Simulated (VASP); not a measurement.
# SnSe2 (P4_2/mnm) in VASP: further runs

The runs below take SnSe2 through single point, with r2SCAN+rVV10.

Everything below comes from runs of VASP 6.6.1. Logs are shortened: lines on timing, memory, paths and dates and some standing lists are left out, and cuts for length are marked.

### Step 1. The cell of the first run

It takes space group P4_2/mnm (No. 136, tetragonal). The conventional cell has a = 6.432 Å, b = 6.432 Å, c = 3.964 Å, α = 90.00°, β = 90.00°, γ = 90.00°. Within 3.5 Å of Sn (site symmetry mmm) lie 6 Se at 2.65 to 2.78 Å. Se (site symmetry m2m) has 3 Sn at 2.65 to 2.78 Å and 1 Se at 3.53 Å within 3.6 Å.

### Step 2. Single point, r2SCAN+rVV10

POSCAR

```
SnSe2
1.0
    6.4318181089      0.0000000000      0.0000000000
    0.0000000000      6.4318181089      0.0000000000
    0.0000000000      0.0000000000      3.9636971410
Sn Se
2 4
Direct
    0.0000000000      0.0000000000      0.0000000000
    0.5000000000      0.5000000000      0.5000000000
    0.3061794125      0.3061794125      0.0000000000
    0.1938205875      0.8061794125      0.5000000000
    0.8061794125      0.1938205875      0.5000000000
    0.6938205875      0.6938205875      0.0000000000
```

INCAR.step1

```
ALGO = Normal
EDIFF = 1E-5
ENCUT = 550
GGA = PE
GGA_COMPAT = F
ISMEAR = -1
LASPH = T
LCHARG = F
LREAL = F
LWAVE = T
NBANDS = 35
NELM = 120
PREC = Accurate
SIGMA = 0.03
```

INCAR.step2

```
ALGO = Normal
BPARAM = 11.95
CPARAM = 0.0093
EDIFF = 1E-6
ENCUT = 550
GGA_COMPAT = F
ISIF = 2
ISMEAR = -1
ISTART = 1
IVDW_NL = 2
LASPH = T
LCHARG = F
LMIXTAU = T
LREAL = F
LUSE_VDW = T
LWAVE = F
METAGGA = R2SCAN
NBANDS = 35
NELM = 120
PREC = Accurate
SIGMA = 0.03
```

KPOINTS

```
k-points
0
Gamma
  4 4 6
```

Potentials or basis: VASP PAW PBE potentials, release 64 (Sn_d, Se).

Run with:

```sh
$ cat potpaw_PBE.64/Sn_d/POTCAR potpaw_PBE.64/Se/POTCAR > POTCAR
$ cp INCAR.step1 INCAR
$ mpirun -np 1 vasp_std > vasp.out
$ cp INCAR.step2 INCAR
$ mpirun -np 1 vasp_std > vasp.out
```

OUTCAR:

```text
BPARAM = 11.95
   EDIFF = 1E-6
   ENCUT = 550
   ISIF = 2
   ISMEAR = -1
   ISTART = 1
   IVDW_NL = 2
   LASPH = T
   LREAL = F
   METAGGA = R2SCAN
   NELM = 120
   PREC = Accurate

 ion  position               nearest neighbor table
   1  0.000  0.000  0.000-   4 2.65   5 2.65   4 2.65   5 2.65   3 2.78   6 2.78
   2  0.500  0.500  0.500-   3 2.65   6 2.65   3 2.65   6 2.65   5 2.78   4 2.78
   3  0.306  0.306  0.000-   2 2.65   2 2.65   1 2.78
   4  0.194  0.806  0.500-   1 2.65   1 2.65   2 2.78
   5  0.806  0.194  0.500-   1 2.65   1 2.65   2 2.78
   6  0.694  0.694  0.000-   2 2.65   2 2.65   1 2.78

  LATTYP: Found a simple tetragonal cell.
 ALAT       =     6.4318181089
 C/A-ratio  =     0.6162638734

  Lattice vectors:

 A1 = (   6.4318181089,   0.0000000000,   0.0000000000)
 A2 = (   0.0000000000,   6.4318181089,   0.0000000000)
 A3 = (   0.0000000000,   0.0000000000,   3.9636971410)

Analysis of symmetry for initial positions (statically):
=====================================================================
 Subroutine PRICEL returns:
 Original cell was already a primitive cell.

 Routine SETGRP: Setting up the symmetry group for a
 simple tetragonal supercell.

 Subroutine GETGRP returns: Found 16 space group operations
 (whereof  8 operations were pure point group operations)
 out of a pool of 16 trial point group operations.

The static configuration has the point symmetry D_2h.
 The point group associated with its full space group is D_4h.

Analysis of symmetry for dynamics (positions and initial velocities):
=====================================================================
 Subroutine PRICEL returns:
 Original cell was already a primitive cell.

 Routine SETGRP: Setting up the symmetry group for a
 simple tetragonal supercell.

 Subroutine GETGRP returns: Found 16 space group operations
 (whereof  8 operations were pure point group operations)
 out of a pool of 16 trial point group operations.

The dynamic configuration has the point symmetry D_2h.
 The point group associated with its full space group is D_4h.

 Subroutine INISYM returns: Found 16 space group operations
 (whereof  8 operations are pure point group operations),
 and found     1 'primitive' translations

----------------------------------------------------------------------------------------

                                     Primitive cell

  volume of cell :     163.9713

  direct lattice vectors                    reciprocal lattice vectors
     6.431818109  0.000000000  0.000000000     0.155477034  0.000000000  0.000000000
     0.000000000  6.431818109  0.000000000     0.000000000  0.155477034  0.000000000
     0.000000000  0.000000000  3.963697141     0.000000000  0.000000000  0.252289709

  length of vectors
     6.431818109  6.431818109  3.963697141     0.155477034  0.155477034  0.252289709

  position of ions in fractional coordinates (direct lattice)
     0.000000000  0.000000000  0.000000000
     0.500000000  0.500000000  0.500000000
     0.306179413  0.306179413  0.000000000
     0.193820587  0.806179413  0.500000000
     0.806179413  0.193820587  0.500000000
     0.693820587  0.693820587  0.000000000

  ion indices of the primitive-cell ions
   primitive index   ion index
                 1           1
                 2           2
                 3           3
                 4           4
                 5           5
                 6           6

----------------------------------------------------------------------------------------

 KPOINTS: k-points

Automatic generation of k-mesh.
 Grid dimensions read from file:
 generate k-points for:    4    4    6

 Generating k-lattice:

  Cartesian coordinates                     Fractional coordinates (reciprocal lattice)
     0.038869258  0.000000000  0.000000000     0.250000000  0.000000000  0.000000000
     0.000000000  0.038869258  0.000000000     0.000000000  0.250000000  0.000000000
     0.000000000  0.000000000  0.042048285     0.000000000  0.000000000  0.166666667

  Length of vectors
     0.038869258  0.038869258  0.042048285

  Shift w.r.t. Gamma in fractional coordinates (k-lattice)
     0.000000000  0.000000000  0.000000000

 Subroutine IBZKPT returns following result:
 ===========================================

 Found     24 irreducible k-points:

 Following reciprocal coordinates:
            Coordinates               Weight
  0.000000  0.000000  0.000000      1.000000
  0.250000  0.000000  0.000000      4.000000
  0.500000  0.000000  0.000000      2.000000
  0.250000  0.250000  0.000000      4.000000
  0.500000  0.250000  0.000000      4.000000
  0.500000  0.500000  0.000000      1.000000
[... 16 lines left out ...]
  0.500000  0.250000  0.500000      4.000000
  0.500000  0.500000  0.500000      1.000000
   k-points           NKPTS =     24   k-points in BZ     NKDIM =     24   number of bands    NBANDS=     35
   number of dos      NEDOS =    301   number of ions     NIONS =      6
   total plane-waves  NPLWV =  75000
   dimension x,y,z NGX =    50 NGY =   50 NGZ =   30
   dimension x,y,z NGXF=   100 NGYF=  100 NGZF=   60
   ions per type =               2   4
   NGX,Y,Z   is equivalent  to a cutoff of  12.92, 12.92, 12.58 a.u.
   NGXF,Y,Z  is equivalent  to a cutoff of  25.85, 25.85, 25.17 a.u.
 SYSTEM =  unknown system
   PREC   = accura    normal or accurate (medium, high low for compatibility)
   ISTART =      1    job   : 0-new  1-cont  2-samecut
   ICHARG =      0    charge: 1-file 2-atom 10-const
   ISPIN  =      1    spin polarized calculation?
   LNONCOLLINEAR =      F non collinear calculations
   LSORBIT =      F    spin-orbit coupling
   LASPH  =      T    aspherical Exc in radial PAW
   ENCUT  =  550.0 eV  40.42 Ry    6.36 a.u.  12.30 12.30  7.58*2*pi/ulx,y,z
   NELM   =    120;   NELMIN=  2; NELMDL=  0     # of ELM steps
   EDIFF  = 0.1E-05   stopping-criterion for ELM
   LREAL  =      F    real-space projection
   EDIFFG = 0.1E-04   stopping-criterion for IOM
   NSW    =      0    number of steps for IOM
   IBRION =     -1    ionic relax: 0-MD 1-quasi-New 2-CG
   NFREE  =      0    steps in history (QN), initial steepest desc. (CG)
   ISIF   =      2    stress and relaxation
   ISYM   =      2    0-nonsym 1-usesym 2-fastsym
   POTIM  = 0.5000    time-step for ionic-motion
   TEBEG  =    0.0;   TEEND  =   0.0 temperature during run
   PSTRESS=    0.0 pullay stress
   NELECT =      52.0000    total number of electrons
   NUPDOWN=      -1.0000    fix difference up-down
   EMIN   =  10.00;   EMAX   =-10.00  energy-range for DOS
   EFERMI =   0.00;   METHOD = LEGACY
   ISMEAR =    -1;   SIGMA  =   0.03  broadening in eV -4-tet -1-fermi 0-gaus
   EFERMI_NEDOS =   21; number of points for ismear=-14 and -15
   IALGO  =     38    algorithm
   IMIX   =      4    mixing-type and parameters
     AMIX     =   0.40;   BMIX     =  1.00
     AMIX_MAG =   1.60;   BMIX_MAG =  1.00
  volume/ion in A,a.u.               =      27.33       184.42
  Fermi-wavevector in a.u.,A,eV,Ry     =   1.116400  2.109691 16.957617  1.246350
  Thomas-Fermi vector in A             =   2.253014
   LORBIT       =      0    0 simple, 1 ext, 2 COOP (PROOUT), +10 PAW based schemes
   METAGGA = R2SCAN    functional components
   LHFCALC =     F    Hartree Fock is set to
   AEXX    =    0.0000 exact exchange contribution
   IVDW_NL    =     2    kernel type
   BPARAM     =11.9500
   IVDW    =     0    specifies the selected vdW correction
   LEPSILON=     F    determine dielectric tensor
   LRPA    =     F    only Hartree local field effects (RPA)
 non-spin polarized calculation
  energy-cutoff  :      550.00
  volume of cell :      163.97
 maximum number of plane-waves:      4847
 NGX is ok and might be reduce to    50
   NGX = 25   NGY = 25   NGZ = 15

 number of electron      51.9999985 magnetization

 Free energy of the ion-electron system (eV)
  ---------------------------------------------------
  ext. energy  EPLUGINS =         0.00000000
  ---------------------------------------------------
  free energy    TOTEN  =      -106.67256811 eV

  energy without entropy =     -106.67000203  energy(sigma->0) =     -106.67128507

 E-fermi :   3.7939     XC(G=0):  -9.7863

 val. band max:        3.7809513732   @ k =   0.0000   0.0000   0.1667
 cond. band min:       3.8535110070   @ k =   0.2500   0.0000   0.0000
 fundamental gap:      0.0725596338
 Fermi energy:         3.7938706111

 k-point     1 :       0.0000    0.0000    0.0000
  band No.  band energies     occupation
      1     -18.9863      2.00000
      2     -18.9592      2.00000
      3     -18.8958      2.00000
      4     -18.8958      2.00000
      5     -18.8532      2.00000
      6     -18.8517      2.00000
[... 27 lines left out ...]
     34       9.6059      0.00000
     35      10.5775      0.00000

 k-point     2 :       0.2500    0.0000    0.0000
  band No.  band energies     occupation
      1     -18.9824      2.00000
      2     -18.9632      2.00000
      3     -18.8957      2.00000
      4     -18.8957      2.00000
      5     -18.8527      2.00000
      6     -18.8518      2.00000
[... 27 lines left out ...]
     34       9.7987      0.00000
     35      10.2979      0.00000

 k-point     3 :       0.5000    0.0000    0.0000
  band No.  band energies     occupation
      1     -18.9728      2.00000
      2     -18.9728      2.00000
      3     -18.8957      2.00000
      4     -18.8957      2.00000
      5     -18.8518      2.00000
      6     -18.8518      2.00000
[... 27 lines left out ...]
     34       8.6593      0.00000
     35      11.3350      0.00000
[... 723 lines left out ...]
 k-point    23 :       0.5000    0.2500    0.5000
  band No.  band energies     occupation
      1     -18.9532      2.00000
      2     -18.9532      2.00000
      3     -18.9356      2.00000
      4     -18.9356      2.00000
      5     -18.8623      2.00000
      6     -18.8623      2.00000
[... 27 lines left out ...]
     34      10.3369      0.00000
     35      11.2114      0.00000

 k-point    24 :       0.5000    0.5000    0.5000
  band No.  band energies     occupation
      1     -18.9449      2.00000
      2     -18.9449      2.00000
      3     -18.9439      2.00000
      4     -18.9439      2.00000
      5     -18.8622      2.00000
      6     -18.8622      2.00000
[... 27 lines left out ...]
     34      10.6970      0.00000
     35      10.9072      0.00000

------------------------ aborting loop because EDIFF is reached ----------------------------------------

  FORCE on cell =-STRESS in cart. coord.  units (eV):
  Direction    XX          YY          ZZ          XY          YZ          ZX
  --------------------------------------------------------------------------------------
  -------------------------------------------------------------------------------------
  Total        0.1836067      0.1836067      0.2218585      0.0000000      0.0000000      0.0000000
  in kB        1.7940355      1.7940355      2.1677975      0.0000000      0.0000000      0.0000000
  external PRESSURE =       1.9186228 kB  Pullay stress =       0.0000000 kB

 VOLUME and BASIS-vectors are now :
 -----------------------------------------------------------------------------
  energy-cutoff  :      550.00
  volume of cell :      163.97
      direct lattice vectors                 reciprocal lattice vectors
     6.431818109  0.000000000  0.000000000     0.155477034  0.000000000  0.000000000
     0.000000000  6.431818109  0.000000000     0.000000000  0.155477034  0.000000000
     0.000000000  0.000000000  3.963697141     0.000000000  0.000000000  0.252289709

 POSITION                                       TOTAL-FORCE (eV/Angst)
 -----------------------------------------------------------------------------------
      0.00000      0.00000      0.00000         0.000000      0.000000      0.000000
      3.21591      3.21591      1.98185         0.000000      0.000000      0.000000
      1.96929      1.96929      0.00000        -0.010065     -0.010065     -0.000000
      1.24662      5.18520      1.98185         0.010065     -0.010065      0.000000
      5.18520      1.24662      1.98185        -0.010065      0.010065      0.000000
      4.46253      4.46253      0.00000         0.010065      0.010065      0.000000
 -----------------------------------------------------------------------------------
    total drift:                                0.000000     -0.000000      0.000000

  FREE ENERGIE OF THE ION-ELECTRON SYSTEM (eV)
  ---------------------------------------------------
  free  energy   TOTEN  =      -106.6725681140 eV

  energy  without entropy=     -106.6700020349  energy(sigma->0) =     -106.67128507
```

It took 9.9 min on 1 thread of Oxide Virtual Turin-like, shared host; peak memory 0.6 GiB.

Results:

- Free energy: -106.6726 eV
- Pressure: 0.2 GPa
- Largest force: 0.014 eV/Å
- Band gap on the k mesh: 0.07 eV (least direct gap 0.13 eV)

Forces in eV/Å, atoms in the order of the input:
```
Sn   0.000  0.000  0.000
Sn   0.000  0.000  0.000
Se  -0.010 -0.010  0.000
Se   0.010 -0.010  0.000
Se  -0.010  0.010  0.000
Se   0.010  0.010  0.000
```

Caveat: the structure was generated, so it needn't be the stable form of SnSe2; semilocal functionals underestimate gaps, and a narrow one can read as zero; the PAW data sets were made with another functional, which shifts forces and pressure a little; spin-orbit coupling is left out, which moves the levels of the heavy elements.

(Continued in part 2 of 2.)
